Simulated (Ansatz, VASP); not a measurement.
# Two plane-wave programs on InSb3

The input INCAR:

```
SYSTEM = InSb3
  PREC = Accurate
  ENCUT = 520
  EDIFF = 1E-6
  ISMEAR = 0
  SIGMA = 0.1
  LREAL = .False.
  LASPH = .True.
  NELM = 60
  ALGO = Normal
  ISIF = 2
  LWAVE = .False.
  LCHARG = .False.
  GGA = PE
  NBANDS = 22
```

The input KPOINTS:

```
Automatic mesh
0
Gamma
  10 10 10
  0 0 0
```

Contents of POSCAR:

```
InSb3
1.0
    0.0000000000      3.7945550000      3.7945550000
    3.7945550000      0.0000000000      3.7945550000
    3.7945550000      3.7945550000      0.0000000000
In Sb
1 3
Direct
    0.0000000000      0.0000000000      0.0000000000
    0.2500000000      0.2500000000      0.2500000000
    0.7500000000      0.7500000000      0.7500000000
    0.5000000000      0.5000000000      0.5000000000
```

Input for Ansatz:

```yaml
crystal:
  lattice:
    - [0.0, 3.794555, 3.794555]
    - [3.794555, 0.0, 3.794555]
    - [3.794555, 3.794555, 0.0]
  atoms:
    - { symbol: In, position: [0.0, 0.0, 0.0] }
    - { symbol: Sb, position: [0.25, 0.25, 0.25] }
    - { symbol: Sb, position: [0.75, 0.75, 0.75] }
    - { symbol: Sb, position: [0.5, 0.5, 0.5] }
basis:
  ecutwfc: 420
kpoints:
  mp_grid: { grid: [10, 10, 10] }
hamiltonian:
  xc: pbe
scf:
  occupations: { method: gaussian, width: 0.1 }
output:
  forces: true
  stress: true
  eigenvalues: true
  populations: true
```

Alike in both runs: task single point; functional PBE; k mesh 10 × 10 × 10; occupations gaussian, width 0.1 eV; no spin polarisation.

|  | VASP | Ansatz |
| --- | --- | --- |
| version | VASP 6.6.1 | Ansatz 0.2.0 |
| potentials or method | VASP PAW PBE potentials, release 64 (In_d, Sb), cutoff 520 eV | scalar-relativistic, plane waves, PAW |
| valence electrons in the cell | 28 | 58 |

|  | VASP | Ansatz | Ansatz less VASP |
| --- | --- | --- | --- |
| gap on the k mesh at the Fermi level (eV) | none | none | - |
| pressure (GPa) | -0.2 | -0.1 | +0.09 |

A gap of «none» marks a metal or a gap that the smearing closes. With one functional, cell and mesh, what is left measures potentials, basis and numerics. VASP's potentials hold 28 valence electrons a cell and Ansatz's 58, so a difference there can come from the potentials and not from the codes.

Spin-orbit coupling is off throughout.
